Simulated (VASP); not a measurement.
Here is a VASP 6.6.1 calculation.

Contents of INCAR:

```
SYSTEM = Ni
PREC = Accurate
ENCUT = 520
EDIFF = 1E-6
ISMEAR = -1
SIGMA = 0.05
LREAL = .False.
LASPH = .True.
NELM = 150
ALGO = Normal
ISIF = 2
LWAVE = .False.
LCHARG = .False.
ISPIN = 2
MAGMOM = 0.19
LORBIT = 11
NUPDOWN = 0.19
LMAXMIX = 4
NBANDS = 15
```

KPOINTS

```
regular mesh
0
Gamma
  17 17 17
  0 0 0
```

The input POSCAR:

```
Ni
1.0
   -1.3837154700      1.3837154700      1.3837154700
    1.3837154700     -1.3837154700      1.3837154700
    1.3837154700      1.3837154700     -1.3837154700
Ni
1
Direct
    0.0000000000      0.0000000000      0.0000000000
```

Potentials or basis: VASP PAW LDA potentials, release 64 (Ni).

The run is started by

```sh
$ cat potpaw_LDA.64/Ni/POTCAR > POTCAR
$ mpirun -np 1 vasp_std > vasp.out
```

Task: Predict the pressure.

Result: -11.7 GPa.

Caveat: the total moment is fixed, so each spin has its own Fermi level.
